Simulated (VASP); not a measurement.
# Os (Fd-3m) in VASP: a series of runs

Os is run at these levels: PBE; tasks: single point, relaxation of cell and atoms.

Everything below comes from runs of VASP 6.6.1. Logs are shortened: lines on timing, memory, paths and dates and some standing lists are left out, and cuts for length are marked.

## (1) The cell of the first run

The structure is cubic, space group Fd-3m (No. 227). Conventional cell: a = 5.054 Å, b = 5.054 Å, c = 5.054 Å, α = 90.00°, β = 90.00°, γ = 90.00°. Os (site symmetry -43m) has 4 Os at 2.19 Å within 2.9 Å.

## (2) Single point, PBE

Input file INCAR:

```
SYSTEM = Os
ALGO     = Normal         ! electronic algorithm
EDIFF    = 1E-7           ! SCF threshold, eV
ENCUT    = 520            ! plane-wave cutoff, eV
GGA      = PE             ! functional
ISIF     = 2              ! what is computed and relaxed
ISMEAR   = 0              ! smearing method
LASPH    = .TRUE.         ! aspherical terms in the spheres
LCHARG   = .TRUE.         ! write CHGCAR
LELF     = .TRUE.         ! ELF
LREAL    = .FALSE.        ! projectors in reciprocal space
LVHAR    = .TRUE.       
LWAVE    = .FALSE.        ! write WAVECAR
NBANDS   = 15             ! bands
NELM     = 60             ! most SCF steps
PREC     = Accurate       ! precision mode
SIGMA    = 0.1            ! smearing width, eV
```

Input file KPOINTS:

```
k-points
0
G
  6 6 6
  0 0 0
```

Input file POSCAR:

```
Os
1.0
    0.0000000000      2.5271650258      2.5271650258
    2.5271650258      0.0000000000      2.5271650258
    2.5271650258      2.5271650258      0.0000000000
Os
2
Direct
    0.5000000000      0.5000000000      0.5000000000
    0.7500000000      0.7500000000      0.7500000000
```

Potentials or basis: VASP PAW PBE potentials, release 64 (Os).

Started as:

```console
cat potpaw_PBE.64/Os/POTCAR > POTCAR
mpirun -np 1 vasp_std > vasp.out
```

OUTCAR:

```text
SYSTEM = Os
   EDIFF = 1E-7
   ENCUT = 520
   GGA = PE
   ISIF = 2
   ISMEAR = 0
   LASPH = .TRUE.
   LREAL = .FALSE.
   NELM = 60
   PREC = Accurate

 ion  position               nearest neighbor table
   1  0.500  0.500  0.500-   2 2.19   2 2.19   2 2.19   2 2.19
   2  0.750  0.750  0.750-   1 2.19   1 2.19   1 2.19   1 2.19

  LATTYP: Found a face centered cubic cell.
 ALAT       =     5.0543300516

  Lattice vectors:

 A1 = (   0.0000000000,   2.5271650258,   2.5271650258)
 A2 = (   2.5271650258,   0.0000000000,   2.5271650258)
 A3 = (   2.5271650258,   2.5271650258,   0.0000000000)

Analysis of symmetry for initial positions (statically):
=====================================================================
 Subroutine PRICEL returns:
 Original cell was already a primitive cell.

 Routine SETGRP: Setting up the symmetry group for a
 face centered cubic supercell.

 Subroutine GETGRP returns: Found 48 space group operations
 (whereof 24 operations were pure point group operations)
 out of a pool of 48 trial point group operations.

The static configuration has the point symmetry T_d .
 The point group associated with its full space group is O_h .

Analysis of symmetry for dynamics (positions and initial velocities):
=====================================================================
 Subroutine PRICEL returns:
 Original cell was already a primitive cell.

 Routine SETGRP: Setting up the symmetry group for a
 face centered cubic supercell.

 Subroutine GETGRP returns: Found 48 space group operations
 (whereof 24 operations were pure point group operations)
 out of a pool of 48 trial point group operations.

The dynamic configuration has the point symmetry T_d .
 The point group associated with its full space group is O_h .

 Subroutine INISYM returns: Found 48 space group operations
 (whereof 24 operations are pure point group operations),
 and found     1 'primitive' translations

----------------------------------------------------------------------------------------

                                     Primitive cell

  volume of cell :      32.2798

  direct lattice vectors                    reciprocal lattice vectors
     0.000000000  2.527165026  2.527165026    -0.197850158  0.197850158  0.197850158
     2.527165026  0.000000000  2.527165026     0.197850158 -0.197850158  0.197850158
     2.527165026  2.527165026  0.000000000     0.197850158  0.197850158 -0.197850158

  length of vectors
     3.573951054  3.573951054  3.573951054     0.342686526  0.342686526  0.342686526

  position of ions in fractional coordinates (direct lattice)
     0.500000000  0.500000000  0.500000000
     0.750000000  0.750000000  0.750000000

  ion indices of the primitive-cell ions
   primitive index   ion index
                 1           1
                 2           2

----------------------------------------------------------------------------------------

 KPOINTS: k-points

Automatic generation of k-mesh.
 Grid dimensions read from file:
 generate k-points for:    6    6    6

 Generating k-lattice:

  Cartesian coordinates                     Fractional coordinates (reciprocal lattice)
    -0.032975026  0.032975026  0.032975026     0.166666667  0.000000000  0.000000000
     0.032975026 -0.032975026  0.032975026     0.000000000  0.166666667  0.000000000
     0.032975026  0.032975026 -0.032975026     0.000000000  0.000000000  0.166666667

  Length of vectors
     0.057114421  0.057114421  0.057114421

  Shift w.r.t. Gamma in fractional coordinates (k-lattice)
     0.000000000  0.000000000  0.000000000

 Subroutine IBZKPT returns following result:
 ===========================================

 Found     16 irreducible k-points:

 Following reciprocal coordinates:
            Coordinates               Weight
  0.000000  0.000000  0.000000      1.000000
  0.166667  0.000000  0.000000      8.000000
  0.333333  0.000000  0.000000      8.000000
  0.500000  0.000000  0.000000      4.000000
  0.166667  0.166667  0.000000      6.000000
  0.333333  0.166667  0.000000     24.000000
[... 8 lines left out ...]
 -0.333333  0.333333  0.166667     24.000000
 -0.333333  0.500000  0.166667     12.000000
   k-points           NKPTS =     16   k-points in BZ     NKDIM =     16   number of bands    NBANDS=     15
   number of dos      NEDOS =    301   number of ions     NIONS =      2
   total plane-waves  NPLWV =  21952
   dimension x,y,z NGX =    28 NGY =   28 NGZ =   28
   dimension x,y,z NGXF=    56 NGYF=   56 NGZF=   56
   ions per type =               2
   NGX,Y,Z   is equivalent  to a cutoff of  13.02, 13.02, 13.02 a.u.
   NGXF,Y,Z  is equivalent  to a cutoff of  26.05, 26.05, 26.05 a.u.
 SYSTEM =  Os
   PREC   = accura    normal or accurate (medium, high low for compatibility)
   ISTART =      0    job   : 0-new  1-cont  2-samecut
   ICHARG =      2    charge: 1-file 2-atom 10-const
   ISPIN  =      1    spin polarized calculation?
   LNONCOLLINEAR =      F non collinear calculations
   LSORBIT =      F    spin-orbit coupling
   LASPH  =      T    aspherical Exc in radial PAW
   ENCUT  =  520.0 eV  38.22 Ry    6.18 a.u.   6.65  6.65  6.65*2*pi/ulx,y,z
   NELM   =     60;   NELMIN=  2; NELMDL= -5     # of ELM steps
   EDIFF  = 0.1E-06   stopping-criterion for ELM
   LREAL  =      F    real-space projection
   EDIFFG = 0.1E-05   stopping-criterion for IOM
   NSW    =      0    number of steps for IOM
   IBRION =     -1    ionic relax: 0-MD 1-quasi-New 2-CG
   NFREE  =      0    steps in history (QN), initial steepest desc. (CG)
   ISIF   =      2    stress and relaxation
   ISYM   =      2    0-nonsym 1-usesym 2-fastsym
   POTIM  = 0.5000    time-step for ionic-motion
   TEBEG  =    0.0;   TEEND  =   0.0 temperature during run
   PSTRESS=    0.0 pullay stress
   NELECT =      16.0000    total number of electrons
   NUPDOWN=      -1.0000    fix difference up-down
   EMIN   =  10.00;   EMAX   =-10.00  energy-range for DOS
   EFERMI =   0.00;   METHOD = LEGACY
   ISMEAR =     0;   SIGMA  =   0.10  broadening in eV -4-tet -1-fermi 0-gaus
   EFERMI_NEDOS =   21; number of points for ismear=-14 and -15
   IALGO  =     38    algorithm
   IMIX   =      4    mixing-type and parameters
     AMIX     =   0.40;   BMIX     =  1.00
     AMIX_MAG =   1.60;   BMIX_MAG =  1.00
  volume/ion in A,a.u.               =      16.14       108.92
  Fermi-wavevector in a.u.,A,eV,Ry     =   1.295601  2.448331 22.838489  1.678582
  Thomas-Fermi vector in A             =   2.427110
   LORBIT       =      0    0 simple, 1 ext, 2 COOP (PROOUT), +10 PAW based schemes
   GGA     = PE    functional components
   LHFCALC =     F    Hartree Fock is set to
   AEXX    =    0.0000 exact exchange contribution
   IVDW    =     0    specifies the selected vdW correction
   LEPSILON=     F    determine dielectric tensor
   LRPA    =     F    only Hartree local field effects (RPA)
 non-spin polarized calculation
 Gauss-broadening in eV      SIGMA  =   0.10
  energy-cutoff  :      520.00
  volume of cell :       32.28
 maximum number of plane-waves:       893
 NGX is ok and might be reduce to    28
   NGX = 13   NGY = 13   NGZ = 13

 number of electron      15.9999999 magnetization

 Free energy of the ion-electron system (eV)
  ---------------------------------------------------
  ext. energy  EPLUGINS =         0.00000000
  ---------------------------------------------------
  free energy    TOTEN  =       -17.34036624 eV

  energy without entropy =      -17.32987120  energy(sigma->0) =      -17.33511872

 E-fermi :   7.7161     XC(G=0): -12.7397

 val. band max:        7.6596336099   @ k =  -0.1667   0.1667   0.0000
 cond. band min:       7.7764682060   @ k =   0.5000   0.1667   0.0000
 fundamental gap:      0.1168345962
 Fermi energy:         7.7160582737

 k-point     1 :       0.0000    0.0000    0.0000
  band No.  band energies     occupation
      1      -1.6838      2.00000
      2       1.6090      2.00000
      3       1.6090      2.00000
      4       3.0952      2.00000
      5       3.0952      2.00000
      6       3.0952      2.00000
      7       7.0293      2.00000
      8       7.0293      2.00000
      9       7.0293      2.00000
     10      11.7439      0.00000
     11      11.7439      0.00000
     12      19.7043      0.00000
     13      21.0840      0.00000
     14      21.2726      0.00000
     15      21.2726      0.00000

 k-point     2 :       0.1667    0.0000    0.0000
  band No.  band energies     occupation
      1      -1.0148      2.00000
      2       1.4124      2.00000
      3       1.4124      2.00000
      4       2.9798      2.00000
      5       3.5238      2.00000
      6       3.5238      2.00000
      7       6.1633      2.00000
      8       6.9543      2.00000
      9       6.9543      2.00000
     10      11.6301      0.00000
     11      11.6301      0.00000
     12      18.6213      0.00000
     13      20.3293      0.00000
     14      21.6229      0.00000
     15      21.6229      0.00000

 k-point     3 :       0.3333    0.0000    0.0000
  band No.  band energies     occupation
      1       0.5066      2.00000
      2       1.5393      2.00000
      3       1.5393      2.00000
      4       2.6646      2.00000
      5       3.3375      2.00000
      6       3.3375      2.00000
      7       5.2505      2.00000
      8       7.6150      1.84698
      9       7.6150      1.84697
     10      11.1416      0.00000
     11      11.1416      0.00000
     12      14.6957      0.00000
     13      18.3299      0.00000
     14      21.2786      0.00000
     15      21.2786      0.00000
[... 199 lines left out ...]
 k-point    15 :      -0.3333    0.3333    0.1667
  band No.  band energies     occupation
      1       0.5194      2.00000
      2       0.8047      2.00000
      3       2.5822      2.00000
      4       3.0316      2.00000
      5       3.9176      2.00000
      6       4.4540      2.00000
      7       6.2519      2.00000
      8       6.2707      2.00000
      9       9.1656      0.00000
     10      10.5246      0.00000
     11      11.4436      0.00000
     12      11.7355      0.00000
     13      14.3987      0.00000
     14      15.3764      0.00000
     15      22.0714      0.00000

 k-point    16 :      -0.3333    0.5000    0.1667
  band No.  band energies     occupation
      1       0.5174      2.00000
      2       0.5174      2.00000
      3       2.9746      2.00000
      4       2.9746      2.00000
      5       4.8999      2.00000
      6       4.8999      2.00000
      7       5.4416      2.00000
      8       5.4416      2.00000
      9      11.3028      0.00000
     10      11.3028      0.00000
     11      11.9832      0.00000
     12      11.9832      0.00000
     13      12.3066      0.00000
     14      12.3066      0.00000
     15      23.1905      0.00000

------------------------ aborting loop because EDIFF is reached ----------------------------------------

  FORCE on cell =-STRESS in cart. coord.  units (eV):
  Direction    XX          YY          ZZ          XY          YZ          ZX
  --------------------------------------------------------------------------------------
  -------------------------------------------------------------------------------------
  Total       21.0862779     21.0862779     21.0862779     -0.0000000      0.0000000     -0.0000000
  in kB     1046.5975302   1046.5975302   1046.5975302     -0.0000000      0.0000000     -0.0000000
  external PRESSURE =    1046.5975302 kB  Pullay stress =       0.0000000 kB

 VOLUME and BASIS-vectors are now :
 -----------------------------------------------------------------------------
  energy-cutoff  :      520.00
  volume of cell :       32.28
      direct lattice vectors                 reciprocal lattice vectors
     0.000000000  2.527165026  2.527165026    -0.197850158  0.197850158  0.197850158
     2.527165026  0.000000000  2.527165026     0.197850158 -0.197850158  0.197850158
     2.527165026  2.527165026  0.000000000     0.197850158  0.197850158 -0.197850158

 POSITION                                       TOTAL-FORCE (eV/Angst)
 -----------------------------------------------------------------------------------
      2.52717      2.52717      2.52717        -0.000000      0.000000     -0.000000
      3.79075      3.79075      3.79075         0.000000     -0.000000      0.000000
 -----------------------------------------------------------------------------------
    total drift:                                0.000000      0.000000      0.000000

  FREE ENERGIE OF THE ION-ELECTRON SYSTEM (eV)
  ---------------------------------------------------
  free  energy   TOTEN  =       -17.3403662432 eV

  energy  without entropy=      -17.3298711964  energy(sigma->0) =      -17.33511872
```

Wall time 11 s (1 thread of AMD EPYC 7R43 (Zen 3), shared host); peak memory 0.12 GiB.

What came out:

| Item | Value |
| --- | --- |
| Free energy | -17.3404 eV |
| Pressure | 104.7 GPa |
| Band gap on the k mesh | zero (band 8 reaches 8.53 eV, above the bottom of band 9 at 6.95 eV) |

Caveat: spin-orbit coupling is left out, which moves the levels of the heavy elements.

[end of part 1 of 2]
